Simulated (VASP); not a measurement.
Runs of VASP 6.6.1 on Cd. The structure is that of space group P6_3/mmc (No. 194), or close to it. The cells are those of the table. 

```tsv
task	cell	cutoff (eV)	gap on the mesh (eV)	pressure (GPa)
single point	a = 3.037, b = 3.037, c = 5.728 Å, angles 90.0, 90.0, 120.0°, 2 atoms	500	none	(c)
single point	a = 3.008, b = 3.008, c = 5.673 Å, angles 90.0, 90.0, 120.0°, 2 atoms	500	none	1.5
electric field gradients	a = 3.037, b = 3.037, c = 5.728 Å, angles 90.0, 90.0, 120.0°, 2 atoms	400	none	(b)
electric field gradients	a = 3.008, b = 3.008, c = 5.673 Å, angles 90.0, 90.0, 120.0°, 2 atoms	400	none	0.6
electric field gradients	a = 2.949, b = 2.949, c = 5.561 Å, angles 90.0, 90.0, 120.0°, 2 atoms	400	none	(a)
electric field gradients	a = 2.979, b = 2.979, c = 5.618 Å, angles 90.0, 90.0, 120.0°, 2 atoms	400	none	2.3
electric field gradients	a = 2.919, b = 2.919, c = 5.504 Å, angles 90.0, 90.0, 120.0°, 2 atoms	400	none	6.9
single point	a = 2.919, b = 2.919, c = 5.504 Å, angles 90.0, 90.0, 120.0°, 2 atoms	500	none	7.9
```

Alike in all rows: level PBE; potentials or basis VASP PAW PBE potentials, release 64 (Cd); no spin polarisation; k mesh 16 × 16 × 7; smearing fermi-dirac 0.05 eV.

Q: Fill in the values left out.

A: (a) 4.4; (b) -0.8; (c) 0.1.

Caveats: the cell stands under pressure (at least some runs).

A k mesh can miss the band edges, and the runs leave out spin-orbit coupling on Cd.

A gap of «none» marks levels without a gap at the run's occupations.
